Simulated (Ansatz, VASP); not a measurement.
# Two plane-wave programs on SiC

```
Si C
1.0
     1.74078   -0.09160   -2.89342
    -2.61943   -4.70517   -0.10847
    -2.71253    4.75957    0.10553
Si C
3 3
Direct
  0.82890 0.40183 0.77555
  0.89719 0.17848 0.18188
  0.11578 0.86628 0.83200
  0.04610 0.83968 0.46533
  0.13170 0.16452 0.53966
  0.98033 0.54921 0.20558
```

Alike in both runs: functional PBE; dispersion D3(BJ); k mesh 12 × 8 × 8; occupations gaussian, width 0.01 eV; no spin polarisation.

Ansatz relaxed the structure, and its values are those at the end. VASP's run is a single point on that final structure, the one shown.

```csv
,VASP,Ansatz
version,VASP 6.6.1,Ansatz 0.2.0
potentials or method,"VASP PAW PBE potentials, release 64 (Si, C), cutoff 520 eV","scalar-relativistic, plane waves, PAW"
valence electrons in the cell,24,24
```

|  | VASP | Ansatz | Ansatz less VASP |
| --- | --- | --- | --- |
| gap on the k mesh at the Fermi level (eV) | none | none | - |
| pressure (GPa) | 0.0 | 0.0 | -0.01 |
| rms of the force components (eV/Å) | 0.019 | 0.004 | -0.0153 |

A gap of «none» marks a metal or a gap that the smearing closes.
